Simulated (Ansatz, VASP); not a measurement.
WS2 in VASP and in Ansatz

File INCAR:

```
PREC = Accurate ; ENCUT = 520
EDIFF = 1E-6 ; ISMEAR = 0
SIGMA = 0.05 ; LREAL = F
LASPH = T ; NELM = 100
ALGO = Normal ; ISIF = 2
LWAVE = F ; LCHARG = T
LDIPOL = T ; IDIPOL = 3
DIPOL = 0.5 0.5 0.389 ; GGA = PE
IVDW = 12 ; LELF = T
LVHAR = T ; LVACPOTAV = T
NBANDS = 35
```

The input KPOINTS:

```
regular mesh
0
Gamma
  9 9 1
```

POSCAR

```
WS2
1.0
    3.1595457497      0.0000000000      0.0000000000
   -1.5797728749      2.7362468836      0.0000000000
    0.0000000000      0.0000000000     23.8042575719
S W
4 2
Direct
    0.3333333333      0.6666666667      0.1890418126
    0.3333333333      0.6666666667      0.3214605103
    0.5000000000      0.6666666667      0.4563103366
    0.5000000000      0.6666666667      0.5887290343
    0.6666666667      0.3333333333      0.2552511581
    0.8333333333      0.3333333333      0.5225196821
```

Input for Ansatz:

```yaml
crystal:
  lattice:
    - [3.1595457497, 0.0, 0.0]
    - [-1.5797728749, 2.7362468836, 0.0]
    - [0.0, 0.0, 23.8042575719]
  atoms:
    - { symbol: S, position: [0.3333333333, 0.6666666667, 0.1890418126] }
    - { symbol: W, position: [0.6666666667, 0.3333333333, 0.2552511581] }
    - { symbol: S, position: [0.3333333333, 0.6666666667, 0.3214605103] }
    - { symbol: S, position: [0.5, 0.6666666667, 0.4563103366] }
    - { symbol: W, position: [0.8333333333, 0.3333333333, 0.5225196821] }
    - { symbol: S, position: [0.5, 0.6666666667, 0.5887290343] }
basis:
  ecutwfc: 420
kpoints:
  mp_grid: { grid: [9, 9, 1] }
hamiltonian:
  xc: pbe
  pseudopotentials: { kind: paw, azcp: { folder: soft_1 } }
  dispersion: d3bj
scf:
  occupations: { method: gaussian, width: 0.05 }
output:
  forces: true
  eigenvalues: true
efield:
  axis: 3
  dipole_correction: true
  ramp_width: 0.04
```

Alike in both runs: task single point; functional PBE; dispersion D3(BJ); k mesh 9 × 9 × 1; occupations gaussian, width 0.05 eV; no spin polarisation.

|  | VASP | Ansatz |
| --- | --- | --- |
| version | VASP 6.6.1 | Ansatz 0.2.0 |
| potentials or method | VASP PAW PBE potentials, release 64 (S, W_sv), cutoff 520 eV | scalar-relativistic, plane waves, PAW |
| valence electrons in the cell | 52 | 52 |

```csv
,VASP,Ansatz,Ansatz less VASP
gap on the k mesh at the Fermi level (eV),1.55,1.54,-0.011
least direct gap on the mesh (eV),1.89,1.89,-0.003
rms of the force components (eV/Å),0.063,0.063,+0.0007
```

Spin-orbit coupling is off throughout.
